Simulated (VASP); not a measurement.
B5P:

```
CELL_PARAMETERS angstrom
3.15519 0.00000 0.00000
-1.57759 2.73247 0.00000
0.00000 0.00000 7.61514
ATOMIC_POSITIONS crystal
B 0.50000 0.00000 0.00000
B 0.00000 0.50000 0.00000
B 0.50000 0.50000 0.00000
B 0.00000 0.00000 0.74343
B 0.00000 0.00000 0.25657
P 0.00000 0.00000 0.50000
```

The cell was built from a structure type or drawn by symmetry, and may not be a known phase.

* Program: VASP 6.6.1
* Task: relaxation of cell and atoms
* Functional: PBE
* Potentials or basis: VASP PAW PBE potentials, release 64 (B, P)
* Cutoff: 500 eV
* k mesh: 6 × 6 × 2
* Occupations: gaussian, width 0.2 eV
* Spin: no spin polarisation

At the start: pressure 6.2 GPa; volume 10.94 Å³/atom.

Task: Where does the relaxation end?

Result: Over 12 steps the energy falls by 757.4 meV/atom and the volume is 9.60 Å³/atom (-12.3 %); space group P6/mmm (No. 191, to 0.1 Å) before and after.

Step by step:
| step | energy change (eV) | largest force (eV/Å) | pressure (GPa) | volume (Å³) |
| --- | --- | --- | --- | --- |
| 1 | 0.0000 | 2.0276 | 6.19 | 65.65 |
| 2 | -1.7511 | 2.9832 | -11.11 | 69.40 |
| 3 | -1.1547 | 2.6467 | -17.89 | 76.19 |
| 4 | -2.6071 | 2.8099 | -19.75 | 73.17 |
| 5 | -3.1902 | 2.0668 | -18.48 | 70.10 |
| 6 | -3.2396 | 1.5596 | -17.40 | 68.90 |
| 7 | -4.0816 | 0.4396 | -12.61 | 63.78 |
| 8 | -4.4606 | 0.8171 | -4.35 | 59.13 |
| 9 | -4.4751 | 1.1298 | -1.77 | 58.07 |
| 10 | -4.4747 | 1.0683 | -2.29 | 58.27 |
| 11 | -4.5325 | 0.4412 | -1.09 | 57.88 |
| 12 | -4.5445 | 0.0388 | -0.11 | 57.61 |

Final structure:
```xyz
6
Lattice="3.3237 0.0000 0.0000 -1.6619 2.8784 0.0000 0.0000 0.0000 6.0215" Properties=species:S:1:pos:R:3 pbc="T T T"
B     1.6619    0.0000    0.0000
B    -0.8309    1.4392    0.0000
B     0.8309    1.4392    0.0000
B     0.0000    0.0000    4.8241
B     0.0000    0.0000    1.1975
P     0.0000    0.0000    3.0108
```

Caveat: the k points lie up to 0.52 Å⁻¹ apart in the final cell, too coarse for converged energies and pressures of a metal; a cell axis changed by over 15 % at a fixed basis, so the end point is rough; the relaxation stopped at a loose force limit of 0.08 eV/Å, so its end isn't a converged minimum.
